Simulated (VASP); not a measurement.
# BAs (I-4m2) in VASP: notebook, part 2 of 2

VASP 6.6.1.

### Step 4. Single point, PBE (uniaxial z strain +4.0%)

File INCAR:

```
PREC     = Accurate       # precision mode
ENCUT    = 520            # plane-wave cutoff, eV
EDIFF    = 1E-6           # SCF threshold, eV
ISMEAR   = -1             # smearing method
SIGMA    = 0.02           # smearing width, eV
LREAL    = F              # projectors in reciprocal space
LASPH    = T              # aspherical terms in the spheres
NELM     = 100            # most SCF steps
ALGO     = Normal         # electronic algorithm
ISIF     = 2              # what is computed and relaxed
LWAVE    = F              # write WAVECAR
LCHARG   = F              # write CHGCAR
GGA      = PE             # functional
NBANDS   = 11             # bands
```

File KPOINTS:

```
regular mesh
0
Gamma
  10 10 10
```

File POSCAR:

```
BAs
1.0
    0.0000000000      2.3918676041      2.4875423082
    2.3918676041      0.0000000000      2.4875423082
    2.3918676041      2.3918676041      0.0000000000
B As
1 1
Direct
    0.0000000000      0.0000000000      0.0000000000
    0.2500000000      0.2500000000      0.2500000000
```

Potentials or basis: VASP PAW PBE potentials, release 64 (B, As).

On the command line:

```console
cat potpaw_PBE.64/B/POTCAR potpaw_PBE.64/As/POTCAR > POTCAR
mpirun -np 1 vasp_std > vasp.out
```

OUTCAR:

```text
PREC = Accurate
   ENCUT = 520
   EDIFF = 1E-6
   ISMEAR = -1
   LREAL = F
   LASPH = T
   NELM = 100
   ISIF = 2
   GGA = PE

 ion  position               nearest neighbor table
   1  0.000  0.000  0.000-   2 2.10   2 2.10   2 2.10   2 2.10
   2  0.250  0.250  0.250-   1 2.10   1 2.10   1 2.10   1 2.10

  LATTYP: Found a body centered tetragonal cell.
 ALAT       =     3.3826116051
 C/A-ratio  =     1.4707821048

  Lattice vectors:

 A1 = (  -2.3918676041,   0.0000000000,   2.4875423082)
 A2 = (   2.3918676041,   0.0000000000,   2.4875423082)
 A3 = (   0.0000000000,   2.3918676041,  -2.4875423082)

Analysis of symmetry for initial positions (statically):
=====================================================================
 Subroutine PRICEL returns:
 Original cell was already a primitive cell.

 Routine SETGRP: Setting up the symmetry group for a
 body centered tetragonal supercell.

 Subroutine GETGRP returns: Found  8 space group operations
 (whereof  8 operations were pure point group operations)
 out of a pool of 16 trial point group operations.

The static configuration has the point symmetry D_2d.

Analysis of symmetry for dynamics (positions and initial velocities):
=====================================================================
 Subroutine PRICEL returns:
 Original cell was already a primitive cell.

 Routine SETGRP: Setting up the symmetry group for a
 body centered tetragonal supercell.

 Subroutine GETGRP returns: Found  8 space group operations
 (whereof  8 operations were pure point group operations)
 out of a pool of 16 trial point group operations.

The dynamic configuration has the point symmetry D_2d.

 Subroutine INISYM returns: Found  8 space group operations
 (whereof  8 operations are pure point group operations),
 and found     1 'primitive' translations

----------------------------------------------------------------------------------------

                                     Primitive cell

  volume of cell :      28.4626

  direct lattice vectors                    reciprocal lattice vectors
     0.000000000  2.391867604  2.487542308    -0.209041671  0.209041671  0.201001606
     2.391867604  0.000000000  2.487542308     0.209041671 -0.209041671  0.201001606
     2.391867604  2.391867604  0.000000000     0.209041671  0.209041671 -0.201001606

  length of vectors
     3.450927031  3.450927031  3.382611605     0.357489141  0.357489141  0.357489141

  position of ions in fractional coordinates (direct lattice)
     0.000000000  0.000000000  0.000000000
     0.250000000  0.250000000  0.250000000

  ion indices of the primitive-cell ions
   primitive index   ion index
                 1           1
                 2           2

----------------------------------------------------------------------------------------

 KPOINTS: regular mesh

Automatic generation of k-mesh.
 Grid dimensions read from file:
 generate k-points for:   10   10   10

 Generating k-lattice:

  Cartesian coordinates                     Fractional coordinates (reciprocal lattice)
    -0.020904167  0.020904167  0.020100161     0.100000000  0.000000000  0.000000000
     0.020904167 -0.020904167  0.020100161     0.000000000  0.100000000  0.000000000
     0.020904167  0.020904167 -0.020100161    -0.000000000 -0.000000000  0.100000000

  Length of vectors
     0.035748914  0.035748914  0.035748914

  Shift w.r.t. Gamma in fractional coordinates (k-lattice)
     0.000000000  0.000000000  0.000000000

 Subroutine IBZKPT returns following result:
 ===========================================

 Found    102 irreducible k-points:

 Following reciprocal coordinates:
            Coordinates               Weight
  0.000000  0.000000  0.000000      1.000000
  0.100000 -0.000000  0.000000      8.000000
  0.200000 -0.000000  0.000000      8.000000
  0.300000  0.000000  0.000000      8.000000
  0.400000 -0.000000  0.000000      8.000000
  0.500000  0.000000  0.000000      4.000000
[... 16 lines left out ...]
  0.300000  0.300000  0.000000      2.000000
  0.400000  0.300000  0.000000      8.000000
 [... further k-points ...]
   k-points           NKPTS =    102   k-points in BZ     NKDIM =    102   number of bands    NBANDS=     11
   number of dos      NEDOS =    301   number of ions     NIONS =      2
   total plane-waves  NPLWV =  21952
   dimension x,y,z NGX =    28 NGY =   28 NGZ =   28
   dimension x,y,z NGXF=    56 NGYF=   56 NGZF=   56
   ions per type =               1   1
   NGX,Y,Z   is equivalent  to a cutoff of  13.49, 13.49, 13.76 a.u.
   NGXF,Y,Z  is equivalent  to a cutoff of  26.98, 26.98, 27.52 a.u.
 SYSTEM =  unknown system
   PREC   = accura    normal or accurate (medium, high low for compatibility)
   ISTART =      0    job   : 0-new  1-cont  2-samecut
   ICHARG =      2    charge: 1-file 2-atom 10-const
   ISPIN  =      1    spin polarized calculation?
   LNONCOLLINEAR =      F non collinear calculations
   LSORBIT =      F    spin-orbit coupling
   LASPH  =      T    aspherical Exc in radial PAW
   ENCUT  =  520.0 eV  38.22 Ry    6.18 a.u.   6.42  6.42  6.29*2*pi/ulx,y,z
   NELM   =    100;   NELMIN=  2; NELMDL= -5     # of ELM steps
   EDIFF  = 0.1E-05   stopping-criterion for ELM
   LREAL  =      F    real-space projection
   EDIFFG = 0.1E-04   stopping-criterion for IOM
   NSW    =      0    number of steps for IOM
   IBRION =     -1    ionic relax: 0-MD 1-quasi-New 2-CG
   NFREE  =      0    steps in history (QN), initial steepest desc. (CG)
   ISIF   =      2    stress and relaxation
   ISYM   =      2    0-nonsym 1-usesym 2-fastsym
   POTIM  = 0.5000    time-step for ionic-motion
   TEBEG  =    0.0;   TEEND  =   0.0 temperature during run
   PSTRESS=    0.0 pullay stress
   NELECT =       8.0000    total number of electrons
   NUPDOWN=      -1.0000    fix difference up-down
   EMIN   =  10.00;   EMAX   =-10.00  energy-range for DOS
   EFERMI =   0.00;   METHOD = LEGACY
   ISMEAR =    -1;   SIGMA  =   0.02  broadening in eV -4-tet -1-fermi 0-gaus
   EFERMI_NEDOS =   21; number of points for ismear=-14 and -15
   IALGO  =     38    algorithm
   IMIX   =      4    mixing-type and parameters
     AMIX     =   0.40;   BMIX     =  1.00
     AMIX_MAG =   1.60;   BMIX_MAG =  1.00
  volume/ion in A,a.u.               =      14.23        96.04
  Fermi-wavevector in a.u.,A,eV,Ry     =   1.072375  2.026494 15.646531  1.149988
  Thomas-Fermi vector in A             =   2.208143
   LORBIT       =      0    0 simple, 1 ext, 2 COOP (PROOUT), +10 PAW based schemes
   GGA     = PE    functional components
   LHFCALC =     F    Hartree Fock is set to
   AEXX    =    0.0000 exact exchange contribution
   IVDW    =     0    specifies the selected vdW correction
   LEPSILON=     F    determine dielectric tensor
   LRPA    =     F    only Hartree local field effects (RPA)
 non-spin polarized calculation
  energy-cutoff  :      520.00
  volume of cell :       28.46
 maximum number of plane-waves:       787
 NGX is ok and might be reduce to    28
   NGX = 13   NGY = 13   NGZ = 13

 number of electron       7.9999999 magnetization

 Free energy of the ion-electron system (eV)
  ---------------------------------------------------
  ext. energy  EPLUGINS =         0.00000000
  ---------------------------------------------------
  free energy    TOTEN  =       -11.39105671 eV

  energy without entropy =      -11.39105671  energy(sigma->0) =      -11.39105671

 E-fermi :   6.1933     XC(G=0): -10.3987

 val. band max:        5.7857586143   @ k =   0.0000   0.0000   0.0000
 cond. band min:       6.7172260834   @ k =   0.4000   0.0000   0.4000
 fundamental gap:      0.9314674691
 Fermi energy:         6.1933164905

 k-point     1 :       0.0000    0.0000    0.0000
  band No.  band energies     occupation
      1      -9.3548      2.00000
      2       5.3990      2.00000
      3       5.7858      2.00000
      4       5.7858      2.00000
      5       8.8058      0.00000
      6       8.8058      0.00000
      7       9.0552      0.00000
      8       9.7777      0.00000
      9      15.0407      0.00000
     10      17.8520      0.00000
     11      18.9611      0.00000
[... 309 lines left out ...]
 k-point    24 :       0.4000    0.3000    0.0000
  band No.  band energies     occupation
      1      -6.9408      2.00000
      2      -0.8761      2.00000
      3       1.9833      2.00000
      4       2.5509      2.00000
      5       7.6994      0.00000
      6       9.2563      0.00000
      7      14.1134      0.00000
      8      14.4548      0.00000
      9      17.0835      0.00000
     10      20.7078      0.00000
     11      21.4574      0.00000

 [... further k-points ...]

------------------------ aborting loop because EDIFF is reached ----------------------------------------

  FORCE on cell =-STRESS in cart. coord.  units (eV):
  Direction    XX          YY          ZZ          XY          YZ          ZX
  --------------------------------------------------------------------------------------
  -------------------------------------------------------------------------------------
  Total        0.0625291      0.0625291     -1.3965233      0.0000000      0.0000000     -0.0000000
  in kB        3.5197989      3.5197989    -78.6111257      0.0000000      0.0000000     -0.0000000
  external PRESSURE =     -23.8571759 kB  Pullay stress =       0.0000000 kB

 VOLUME and BASIS-vectors are now :
 -----------------------------------------------------------------------------
  energy-cutoff  :      520.00
  volume of cell :       28.46
      direct lattice vectors                 reciprocal lattice vectors
     0.000000000  2.391867604  2.487542308    -0.209041671  0.209041671  0.201001606
     2.391867604  0.000000000  2.487542308     0.209041671 -0.209041671  0.201001606
     2.391867604  2.391867604  0.000000000     0.209041671  0.209041671 -0.201001606

 POSITION                                       TOTAL-FORCE (eV/Angst)
 -----------------------------------------------------------------------------------
      0.00000      0.00000      0.00000         0.000000      0.000000      0.000000
      1.19593      1.19593      1.24377        -0.000000     -0.000000     -0.000000
 -----------------------------------------------------------------------------------
    total drift:                               -0.000000     -0.000000      0.000000

  FREE ENERGIE OF THE ION-ELECTRON SYSTEM (eV)
  ---------------------------------------------------
  free  energy   TOTEN  =       -11.3910567100 eV

  energy  without entropy=      -11.3910567100  energy(sigma->0) =      -11.39105671
```

It took 41 s on 1 thread of AMD EPYC 7R43 (Zen 3), shared host; peak memory 0.14 GiB.

What came out:

```yaml
Free_energy: -11.3911 eV
Pressure: -2.4 GPa
Band_gap_on_the_k_mesh: 0.93 eV, indirect (least direct gap 3.02 eV)
```

Levels at points of the mesh, in eV from the valence-band top:
```tsv
k point	band 1	band 2	band 3	band 4	band 5	band 6	band 7	band 8	band 9
(0.00, 0.00, 0.00)	-15.14	-0.39	0.00	0.00	3.02	3.02	3.27	3.99	9.25
(0.50, 0.00, 0.00)	-12.42	-8.60	-2.10	-1.65	2.23	4.54	4.75	8.66	12.23
(0.50, 0.50, 0.00)	-11.37	-8.62	-3.79	-3.79	1.65	1.67	10.78	10.78	12.09
(0.50, 0.00, 0.50)	-11.07	-8.32	-4.17	-4.11	1.20	1.21	10.53	11.04	12.41
```

Caveat: the cell differs from its parent crystal (uniaxial z strain +4.0%). A k mesh can miss the band edges.

### Step 5. Single point, r2SCAN (uniaxial z strain -3.0%)

File POSCAR:

```
BAs
1.0
    0.0000000000      2.3918676041      2.3201115760
    2.3918676041      0.0000000000      2.3201115760
    2.3918676041      2.3918676041      0.0000000000
B As
1 1
Direct
    0.0000000000      0.0000000000      0.0000000000
    0.2500000000      0.2500000000      0.2500000000
```

File INCAR.step1:

```
PREC = Accurate
ENCUT = 520
ISMEAR = 0
SIGMA = 0.01
LREAL = False
LASPH = True
NELM = 100
NBANDS = 11
GGA = PE
ALGO = Normal
EDIFF = 1E-4
LWAVE = True
LCHARG = False
```

File INCAR.step2:

```
PREC = Accurate
ENCUT = 520
EDIFF = 1E-6
ISMEAR = 0
SIGMA = 0.01
LREAL = False
LASPH = True
NELM = 100
ALGO = Normal
ISIF = 2
LWAVE = False
LCHARG = False
METAGGA = R2SCAN
LMIXTAU = True
NBANDS = 11
ISTART = 1
```

File KPOINTS:

```
Automatic mesh
0
Gamma
  10 10 10
```

On the command line:

```console
cat potpaw_PBE.64/B/POTCAR potpaw_PBE.64/As/POTCAR > POTCAR
cp INCAR.step1 INCAR
mpirun -np 1 vasp_std > vasp.out
cp INCAR.step2 INCAR
mpirun -np 1 vasp_std > vasp.out
```

Wall time 3.6 min (1 thread of AMD EPYC 7R43 (Zen 3), shared host); peak memory 0.15 GiB.

It converged, with:

| Item | Value |
| --- | --- |
| Free energy | -22.2316 eV |
| Pressure | 4.9 GPa |
| Band gap on the k mesh | 0.85 eV, indirect (least direct gap 3.13 eV) |

Stress tensor (GPa, compression positive):
```
2.67 0.00 0.00
0.00 2.67 0.00
0.00 0.00 9.32
```

Levels at points of the mesh, in eV from the valence-band top:
```tsv
k point	band 1	band 2	band 3	band 4	band 5	band 6	band 7	band 8	band 9
(0.00, 0.00, 0.00)	-16.62	-0.31	-0.31	0.00	3.13	3.35	3.35	5.29	10.33
(0.50, 0.00, 0.00)	-13.49	-9.65	-2.38	-2.00	2.87	4.74	5.08	9.44	13.60
(0.50, 0.50, 0.00)	-11.83	-9.25	-4.83	-4.83	1.13	1.19	12.23	12.23	14.14
(0.50, 0.00, 0.50)	-12.10	-9.51	-4.55	-4.50	1.50	1.61	11.93	12.41	13.78
```

Caveat: the cell differs from its parent crystal (uniaxial z strain -3.0%); the PAW data sets were made with another functional, which shifts forces and pressure a little. A k mesh can miss the band edges.

### Step 6. Single point, r2SCAN (uniaxial z strain -2.0%)

File POSCAR:

```
BAs
1.0
    0.0000000000      2.3918676041      2.3440302520
    2.3918676041      0.0000000000      2.3440302520
    2.3918676041      2.3918676041      0.0000000000
B As
1 1
Direct
    0.0000000000      0.0000000000      0.0000000000
    0.2500000000      0.2500000000      0.2500000000
```

File INCAR.step1:

```
PREC = Accurate
ENCUT = 520
ISMEAR = 0
SIGMA = 0.01
LREAL = F
LASPH = T
NELM = 100
NBANDS = 11
GGA = PE
ALGO = Normal
EDIFF = 1E-4
LWAVE = T
LCHARG = F
```

File INCAR.step2:

```
PREC = Accurate
ENCUT = 520
EDIFF = 1E-7
ISMEAR = 0
SIGMA = 0.01
LREAL = F
LASPH = T
NELM = 100
ALGO = Normal
ISIF = 2
LWAVE = F
LCHARG = F
METAGGA = R2SCAN
LMIXTAU = T
NBANDS = 11
ISTART = 1
```

File KPOINTS:

```
regular mesh
0
Gamma
  10 10 10
```

Potentials or basis: VASP PAW PBE potentials, release 64 (B, As).

On the command line:

```console
cat potpaw_PBE.64/B/POTCAR potpaw_PBE.64/As/POTCAR > POTCAR
cp INCAR.step1 INCAR
mpirun -np 1 vasp_std > vasp.out
cp INCAR.step2 INCAR
mpirun -np 1 vasp_std > vasp.out
```

It took 3.5 min on 1 thread of AMD EPYC 7R43 (Zen 3), shared host; peak memory 0.15 GiB.

It converged, with:

```yaml
Free_energy: -22.2449 eV
Pressure: 3.3 GPa
Band_gap_on_the_k_mesh: 1.03 eV, indirect (least direct gap 3.23 eV)
```

Stress tensor (GPa, compression positive):
```
1.79 0.00 0.00
0.00 1.79 0.00
0.00 0.00 6.23
```

Levels at points of the mesh, in eV from the valence-band top:
| k point | band 2 | band 3 | band 4 | band 5 | band 6 | band 7 |
| --- | --- | --- | --- | --- | --- | --- |
| (0.00, 0.00, 0.00) | -0.21 | -0.21 | 0.00 | 3.23 | 3.38 | 3.38 |
| (0.50, 0.00, 0.00) | -9.50 | -2.23 | -1.98 | 2.91 | 4.85 | 5.05 |
| (0.50, 0.50, 0.00) | -9.18 | -4.65 | -4.65 | 1.29 | 1.36 | 12.19 |
| (0.50, 0.00, 0.50) | -9.35 | -4.47 | -4.43 | 1.54 | 1.64 | 12.00 |

Caveat: the cell differs from its parent crystal (uniaxial z strain -2.0%); the PAW data sets were made with another functional, which shifts forces and pressure a little. A k mesh can miss the band edges.

### Step 7. Summary

```tsv
level	cell	smearing	gap on the mesh (eV)	pressure (GPa)
PBE	a = 3.417, b = 3.417, c = 3.383 Å, angles 60.3, 60.3, 59.3°, 2 atoms	fermi-dirac 0.02 eV	1.05	0.1
PBE	a = 3.434, b = 3.434, c = 3.383 Å, angles 60.5, 60.5, 59.0°, 2 atoms	fermi-dirac 0.02 eV	0.99	-1.2
PBE	a = 3.451, b = 3.451, c = 3.383 Å, angles 60.7, 60.7, 58.7°, 2 atoms	fermi-dirac 0.02 eV	0.93	-2.4
r2SCAN	a = 3.332, b = 3.332, c = 3.383 Å, angles 59.5, 59.5, 61.0°, 2 atoms	gaussian 0.01 eV	0.85	4.9
r2SCAN	a = 3.349, b = 3.349, c = 3.383 Å, angles 59.7, 59.7, 60.7°, 2 atoms	gaussian 0.01 eV	1.03	3.3
```

Alike in all rows: task single point; potentials or basis VASP PAW PBE potentials, release 64 (B, As); no spin polarisation; k mesh 10 × 10 × 10; cutoff (eV) 520.

Caveats: the PAW data sets were made with another functional, which shifts forces and pressure a little (some runs).

Absolute energies hang on the potentials; compare differences alone.
